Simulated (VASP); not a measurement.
# GaTe3O2 (P4mm) in VASP: a series of runs

Runs on GaTe3O2. Level: PBE. Tasks: single point.

All numbers are computed with VASP 6.6.1; they aren't measurements. Logs are shortened: lines on timing, memory, paths and dates and some standing lists are left out, and cuts for length are marked.

## 1. The cell of the first run

It takes space group P4mm (No. 99, tetragonal). The conventional cell has a = 5.972 Å, b = 5.972 Å, c = 4.286 Å, α = 90.00°, β = 90.00°, γ = 90.00°. Within 3.9 Å of Ga (site symmetry 4mm) lie 4 Te at 2.99 Å and 8 O at 3.53 to 3.83 Å. Within 2.6 Å of Te (site symmetry 2mm) lie 2 O at 1.92 to 2.36 Å. Within 4.0 Å of Te (site symmetry 4mm) lie 4 Te at 3.07 Å and 8 O at 3.41 to 3.98 Å. O (site symmetry 2mm) has 2 Te at 1.92 to 2.36 Å within 2.6 Å.

The cell was generated, and may not be a known phase.

## 2. Single point, PBE

The input, INCAR:

```
SYSTEM = GaTe3O2
PREC = Accurate
ENCUT = 520
EDIFF = 1E-6
ISMEAR = 0
SIGMA = 0.1
LREAL = .False.
LASPH = .True.
NELM = 80
ALGO = Normal
ISIF = 2
LWAVE = .False.
LCHARG = .True.
GGA = PE
LELF = .True.
LVHAR = .True.
NBANDS = 30
```

The input, KPOINTS:

```
Automatic mesh
0
Gamma
  4 4 4
  0 0 0
```

The input, POSCAR:

```
GaTe3O2
1.0
    5.9716067855      0.0000000000      0.0000000000
    0.0000000000      5.9716067855      0.0000000000
    0.0000000000      0.0000000000      4.2864143702
Ga Te O
1 3 2
Direct
    0.0000000000      0.0000000000      0.6425485814
    0.5000000000      0.0000000000      0.6339943101
    0.0000000000      0.5000000000      0.6339943101
    0.5000000000      0.5000000000      0.4678968603
    0.5000000000      0.0000000000      0.0827125891
    0.0000000000      0.5000000000      0.0827125891
```

Potentials or basis: VASP PAW PBE potentials, release 64 (Ga_d, Te, O).

Launch:

```console
$ cat potpaw_PBE.64/Ga_d/POTCAR potpaw_PBE.64/Te/POTCAR potpaw_PBE.64/O/POTCAR > POTCAR
$ mpirun -np 1 vasp_std > vasp.out
```

OUTCAR:

```text
SYSTEM = GaTe3O2
   PREC = Accurate
   ENCUT = 520
   EDIFF = 1E-6
   ISMEAR = 0
   LREAL = .False.
   LASPH = .True.
   NELM = 80
   ISIF = 2
   GGA = PE

 ion  position               nearest neighbor table
   1  0.000  0.000  0.643-   2 2.99   3 2.99   3 2.99   2 2.99
   2  0.500  0.000  0.634-   5 1.92   5 2.36   1 2.99   1 2.99   4 3.07   4 3.07
   3  0.000  0.500  0.634-   6 1.92   6 2.36   1 2.99   1 2.99   4 3.07   4 3.07
   4  0.500  0.500  0.468-   2 3.07   3 3.07   2 3.07   3 3.07
   5  0.500  0.000  0.083-   2 1.92   2 2.36
   6  0.000  0.500  0.083-   3 1.92   3 2.36

  LATTYP: Found a simple tetragonal cell.
 ALAT       =     5.9716067855
 C/A-ratio  =     0.7177991660

  Lattice vectors:

 A1 = (   5.9716067855,   0.0000000000,   0.0000000000)
 A2 = (   0.0000000000,   5.9716067855,   0.0000000000)
 A3 = (   0.0000000000,   0.0000000000,   4.2864143702)

Analysis of symmetry for initial positions (statically):
=====================================================================
 Subroutine PRICEL returns:
 Original cell was already a primitive cell.

 Routine SETGRP: Setting up the symmetry group for a
 simple tetragonal supercell.

 Subroutine GETGRP returns: Found  8 space group operations
 (whereof  8 operations were pure point group operations)
 out of a pool of 16 trial point group operations.

The static configuration has the point symmetry C_4v.

Analysis of symmetry for dynamics (positions and initial velocities):
=====================================================================
 Subroutine PRICEL returns:
 Original cell was already a primitive cell.

 Routine SETGRP: Setting up the symmetry group for a
 simple tetragonal supercell.

 Subroutine GETGRP returns: Found  8 space group operations
 (whereof  8 operations were pure point group operations)
 out of a pool of 16 trial point group operations.

The dynamic configuration has the point symmetry C_4v.

 Subroutine INISYM returns: Found  8 space group operations
 (whereof  8 operations are pure point group operations),
 and found     1 'primitive' translations

----------------------------------------------------------------------------------------

                                     Primitive cell

  volume of cell :     152.8539

  direct lattice vectors                    reciprocal lattice vectors
     5.971606785  0.000000000  0.000000000     0.167459117  0.000000000  0.000000000
     0.000000000  5.971606785  0.000000000     0.000000000  0.167459117  0.000000000
     0.000000000  0.000000000  4.286414370     0.000000000  0.000000000  0.233295224

  length of vectors
     5.971606785  5.971606785  4.286414370     0.167459117  0.167459117  0.233295224

  position of ions in fractional coordinates (direct lattice)
     0.000000000  0.000000000  0.642548581
     0.500000000  0.000000000  0.633994310
     0.000000000  0.500000000  0.633994310
     0.500000000  0.500000000  0.467896860
     0.500000000  0.000000000  0.082712589
     0.000000000  0.500000000  0.082712589

  ion indices of the primitive-cell ions
   primitive index   ion index
                 1           1
                 2           2
                 3           3
                 4           4
                 5           5
                 6           6

----------------------------------------------------------------------------------------

 KPOINTS: Automatic mesh

Automatic generation of k-mesh.
 Grid dimensions read from file:
 generate k-points for:    4    4    4

 Generating k-lattice:

  Cartesian coordinates                     Fractional coordinates (reciprocal lattice)
     0.041864779  0.000000000  0.000000000     0.250000000  0.000000000  0.000000000
     0.000000000  0.041864779  0.000000000     0.000000000  0.250000000  0.000000000
     0.000000000  0.000000000  0.058323806     0.000000000  0.000000000  0.250000000

  Length of vectors
     0.041864779  0.041864779  0.058323806

  Shift w.r.t. Gamma in fractional coordinates (k-lattice)
     0.000000000  0.000000000  0.000000000

 Subroutine IBZKPT returns following result:
 ===========================================

 Found     18 irreducible k-points:

 Following reciprocal coordinates:
            Coordinates               Weight
  0.000000  0.000000  0.000000      1.000000
  0.250000  0.000000  0.000000      4.000000
  0.500000  0.000000  0.000000      2.000000
  0.250000  0.250000  0.000000      4.000000
  0.500000  0.250000  0.000000      4.000000
  0.500000  0.500000  0.000000      1.000000
[... 10 lines left out ...]
  0.500000  0.250000  0.500000      4.000000
  0.500000  0.500000  0.500000      1.000000
   k-points           NKPTS =     18   k-points in BZ     NKDIM =     18   number of bands    NBANDS=     30
   number of dos      NEDOS =    301   number of ions     NIONS =      6
   total plane-waves  NPLWV =  73728
   dimension x,y,z NGX =    48 NGY =   48 NGZ =   32
   dimension x,y,z NGXF=    96 NGYF=   96 NGZF=   64
   ions per type =               1   3   2
   NGX,Y,Z   is equivalent  to a cutoff of  13.36, 13.36, 12.41 a.u.
   NGXF,Y,Z  is equivalent  to a cutoff of  26.73, 26.73, 24.82 a.u.
 SYSTEM =  GaTe3O2
   PREC   = accura    normal or accurate (medium, high low for compatibility)
   ISTART =      0    job   : 0-new  1-cont  2-samecut
   ICHARG =      2    charge: 1-file 2-atom 10-const
   ISPIN  =      1    spin polarized calculation?
   LNONCOLLINEAR =      F non collinear calculations
   LSORBIT =      F    spin-orbit coupling
   LASPH  =      T    aspherical Exc in radial PAW
   ENCUT  =  520.0 eV  38.22 Ry    6.18 a.u.  11.10 11.10  7.97*2*pi/ulx,y,z
   NELM   =     80;   NELMIN=  2; NELMDL= -5     # of ELM steps
   EDIFF  = 0.1E-05   stopping-criterion for ELM
   LREAL  =      F    real-space projection
   EDIFFG = 0.1E-04   stopping-criterion for IOM
   NSW    =      0    number of steps for IOM
   IBRION =     -1    ionic relax: 0-MD 1-quasi-New 2-CG
   NFREE  =      0    steps in history (QN), initial steepest desc. (CG)
   ISIF   =      2    stress and relaxation
   ISYM   =      2    0-nonsym 1-usesym 2-fastsym
   POTIM  = 0.5000    time-step for ionic-motion
   TEBEG  =    0.0;   TEEND  =   0.0 temperature during run
   PSTRESS=    0.0 pullay stress
   NELECT =      43.0000    total number of electrons
   NUPDOWN=      -1.0000    fix difference up-down
   EMIN   =  10.00;   EMAX   =-10.00  energy-range for DOS
   EFERMI =   0.00;   METHOD = LEGACY
   ISMEAR =     0;   SIGMA  =   0.10  broadening in eV -4-tet -1-fermi 0-gaus
   EFERMI_NEDOS =   21; number of points for ismear=-14 and -15
   IALGO  =     38    algorithm
   IMIX   =      4    mixing-type and parameters
     AMIX     =   0.40;   BMIX     =  1.00
     AMIX_MAG =   1.60;   BMIX_MAG =  1.00
  volume/ion in A,a.u.               =      25.48       171.92
  Fermi-wavevector in a.u.,A,eV,Ry     =   1.072685  2.027080 15.655580  1.150653
  Thomas-Fermi vector in A             =   2.208462
   LORBIT       =      0    0 simple, 1 ext, 2 COOP (PROOUT), +10 PAW based schemes
   GGA     = PE    functional components
   LHFCALC =     F    Hartree Fock is set to
   AEXX    =    0.0000 exact exchange contribution
   IVDW    =     0    specifies the selected vdW correction
   LEPSILON=     F    determine dielectric tensor
   LRPA    =     F    only Hartree local field effects (RPA)
 non-spin polarized calculation
 Gauss-broadening in eV      SIGMA  =   0.10
  energy-cutoff  :      520.00
  volume of cell :      152.85
 maximum number of plane-waves:      4140
 NGX is ok and might be reduce to    48
   NGX = 23   NGY = 23   NGZ = 15

 number of electron      42.9999993 magnetization

 Free energy of the ion-electron system (eV)
  ---------------------------------------------------
  ext. energy  EPLUGINS =         0.00000000
  ---------------------------------------------------
  free energy    TOTEN  =       -23.34768074 eV

  energy without entropy =      -23.34026724  energy(sigma->0) =      -23.34397399

 E-fermi :   4.0262     XC(G=0):  -8.8730

 val. band max:        3.9803688277   @ k =   0.2500   0.2500   0.0000
 cond. band min:       4.0420505294   @ k =   0.0000   0.0000   0.0000
 fundamental gap:      0.0616817017
 Fermi energy:         4.0261910706

 k-point     1 :       0.0000    0.0000    0.0000
  band No.  band energies     occupation
      1     -14.0728      2.00000
      2     -13.9844      2.00000
      3     -10.8622      2.00000
      4     -10.8127      2.00000
      5     -10.8127      2.00000
      6     -10.7574      2.00000
[... 22 lines left out ...]
     29      10.8675      0.00000
     30      11.0027      0.00000

 k-point     2 :       0.2500    0.0000    0.0000
  band No.  band energies     occupation
      1     -14.0573      2.00000
      2     -13.9948      2.00000
      3     -10.8618      2.00000
      4     -10.8130      2.00000
      5     -10.8127      2.00000
      6     -10.7578      2.00000
[... 22 lines left out ...]
     29      10.5830      0.00000
     30      10.8353      0.00000

 k-point     3 :       0.5000    0.0000    0.0000
  band No.  band energies     occupation
      1     -14.0243      2.00000
      2     -14.0227      2.00000
      3     -10.8613      2.00000
      4     -10.8132      2.00000
      5     -10.8127      2.00000
      6     -10.7581      2.00000
[... 22 lines left out ...]
     29      10.6084      0.00000
     30      10.8201      0.00000

 k-point     4 :       0.2500    0.2500    0.0000
  band No.  band energies     occupation
      1     -14.0456      2.00000
      2     -14.0013      2.00000
      3     -10.8613      2.00000
      4     -10.8130      2.00000
      5     -10.8130      2.00000
      6     -10.7581      2.00000
[... 418 lines left out ...]
     29       9.3084      0.00000
     30      10.1615      0.00000

 k-point    17 :       0.5000    0.2500    0.5000
  band No.  band energies     occupation
      1     -13.7910      2.00000
      2     -13.7909      2.00000
      3     -10.8548      2.00000
      4     -10.8149      2.00000
      5     -10.8146      2.00000
      6     -10.7623      2.00000
[... 22 lines left out ...]
     29       8.9495      0.00000
     30      10.9386      0.00000

 k-point    18 :       0.5000    0.5000    0.5000
  band No.  band energies     occupation
      1     -13.7903      2.00000
      2     -13.7903      2.00000
      3     -10.8530      2.00000
      4     -10.8146      2.00000
      5     -10.8146      2.00000
      6     -10.7582      2.00000
[... 22 lines left out ...]
     29       7.0727      0.00000
     30      11.2923      0.00000

------------------------ aborting loop because EDIFF is reached ----------------------------------------

  FORCE on cell =-STRESS in cart. coord.  units (eV):
  Direction    XX          YY          ZZ          XY          YZ          ZX
  --------------------------------------------------------------------------------------
  -------------------------------------------------------------------------------------
  Total        0.0678325      0.0678325     -0.0612042      0.0000000     -0.0000000      0.0000000
  in kB        0.7110033      0.7110033     -0.6415275      0.0000000     -0.0000000      0.0000000
  external PRESSURE =       0.2601597 kB  Pullay stress =       0.0000000 kB

 VOLUME and BASIS-vectors are now :
 -----------------------------------------------------------------------------
  energy-cutoff  :      520.00
  volume of cell :      152.85
      direct lattice vectors                 reciprocal lattice vectors
     5.971606785  0.000000000  0.000000000     0.167459117  0.000000000  0.000000000
     0.000000000  5.971606785  0.000000000     0.000000000  0.167459117  0.000000000
     0.000000000  0.000000000  4.286414370     0.000000000  0.000000000  0.233295224

 POSITION                                       TOTAL-FORCE (eV/Angst)
 -----------------------------------------------------------------------------------
      0.00000      0.00000      2.75423         0.000000      0.000000     -0.003615
      2.98580      0.00000      2.71756        -0.000000      0.000000     -0.073333
      0.00000      2.98580      2.71756        -0.000000      0.000000     -0.073333
      2.98580      2.98580      2.00560        -0.000000     -0.000000     -0.012352
      2.98580      0.00000      0.35454        -0.000000      0.000000      0.081316
      0.00000      2.98580      0.35454        -0.000000      0.000000      0.081316
 -----------------------------------------------------------------------------------
    total drift:                                0.000000      0.000000      0.000883

  FREE ENERGIE OF THE ION-ELECTRON SYSTEM (eV)
  ---------------------------------------------------
  free  energy   TOTEN  =       -23.3476807419 eV

  energy  without entropy=      -23.3402672384  energy(sigma->0) =      -23.34397399
```

Wall time 38 s (1 thread of Intel Xeon 6975P-C (Granite Rapids), shared host); peak memory 0.29 GiB.

What came out:

- Free energy: -23.3477 eV
- Pressure: 0.0 GPa
- Largest force: 0.081 eV/Å
- Band gap on the k mesh: zero (an odd number of electrons rules out a gap without spin polarisation)

Forces on the atoms (eV/Å):
```
Ga   0.000  0.000 -0.004
Te   0.000  0.000 -0.073
Te   0.000  0.000 -0.073
Te   0.000  0.000 -0.012
O    0.000  0.000  0.081
O    0.000  0.000  0.081
```

Stress tensor (GPa, compression positive):
```
 0.07  0.00  0.00
 0.00  0.07  0.00
 0.00  0.00 -0.06
```

Caveat: the k points lie up to 0.37 Å⁻¹ apart, too coarse for converged energies and pressures of a metal; spin-orbit coupling is left out, which moves the levels of the heavy elements; an odd number of electrons without spin polarisation forces a metal; a magnetic or distorted state may lie lower.

## 3. Single point, PBE

This run uses another cell than the first one, of 28.79 Å³/atom.

The input, INCAR:

```
SYSTEM = GaTe3O2
  PREC = Accurate
  ENCUT = 520
  EDIFF = 1E-6
  ISMEAR = 0
  SIGMA = 0.1
  LREAL = .FALSE.
  LASPH = .TRUE.
  NELM = 100
  ALGO = Normal
  ISIF = 2
  LWAVE = .FALSE.
  LCHARG = .FALSE.
  GGA = PE
  NBANDS = 30
```

The input, KPOINTS:

```
regular mesh
0
G
  4 4 4
  0 0 0
```

The input, POSCAR:

```
GaTe3O2
1.0
    5.4642920800      0.0000000000      0.0000000000
    0.0000000000      5.4642920800      0.0000000000
    0.0000000000      0.0000000000      5.7859842100
Ga Te O
1 3 2
Direct
    0.0000000000      0.0000000000      0.6264596000
    0.5000000000      0.0000000000      0.5845812100
    0.0000000000      0.5000000000      0.5845812100
    0.5000000000      0.5000000000      0.2580058200
    0.5000000000      0.0000000000      0.2451157000
    0.0000000000      0.5000000000      0.2451157000
```

Potentials or basis: VASP PAW PBE potentials, release 64 (Ga_d, Te, O).

Launch:

```console
$ cat potpaw_PBE.64/Ga_d/POTCAR potpaw_PBE.64/Te/POTCAR potpaw_PBE.64/O/POTCAR > POTCAR
$ mpirun -np 1 vasp_std > vasp.out
```

It took 58 s on 1 thread of Intel Xeon 6975P-C (Granite Rapids), shared host; peak memory 0.32 GiB.

It converged, with:

| Item | Value |
| --- | --- |
| Free energy | -21.2725 eV |
| Pressure | -0.7 GPa |
| Largest force | 0.575 eV/Å |
| Band gap on the k mesh | zero (an odd number of electrons rules out a gap without spin polarisation) |

Forces on the atoms (eV/Å):
```
Ga   0.000  0.000 -0.352
Te   0.000  0.000  0.126
Te   0.000  0.000  0.126
Te   0.000  0.000  0.575
O    0.000  0.000 -0.238
O    0.000  0.000 -0.238
```

Stress tensor (GPa, compression positive):
```
 0.01  0.00  0.00
 0.00  0.01  0.00
 0.00  0.00 -2.21
```

Levels at points of the mesh, in eV from the Fermi level:
```
           k point  band 19  band 20  band 21  band 22  band 23  band 24
(0.00, 0.00, 0.00)    -2.09    -1.38    -0.34    -0.34     0.88     1.74
(0.50, 0.00, 0.00)    -1.82    -1.17    -0.89    -0.09     1.06     1.45
(0.50, 0.50, 0.00)    -1.32    -1.32    -0.48     0.08     0.62     1.21
(0.00, 0.00, 0.50)    -2.25    -1.45    -0.46    -0.46    -0.28     1.59
(0.50, 0.00, 0.50)    -1.96    -1.37    -1.09     0.42     0.84     1.44
(0.50, 0.50, 0.50)    -1.53    -1.53    -0.01     0.54     0.55     1.42
```

Caveat: spin-orbit coupling is left out, which moves the levels of the heavy elements; this functional lacks dispersion, which binds layers or chains, so the pressure and a relaxed spacing across them are unreliable; an odd number of electrons without spin polarisation forces a metal; a magnetic or distorted state may lie lower.

The gap in the log of VASP goes by the Fermi energy; the results here count the filled bands.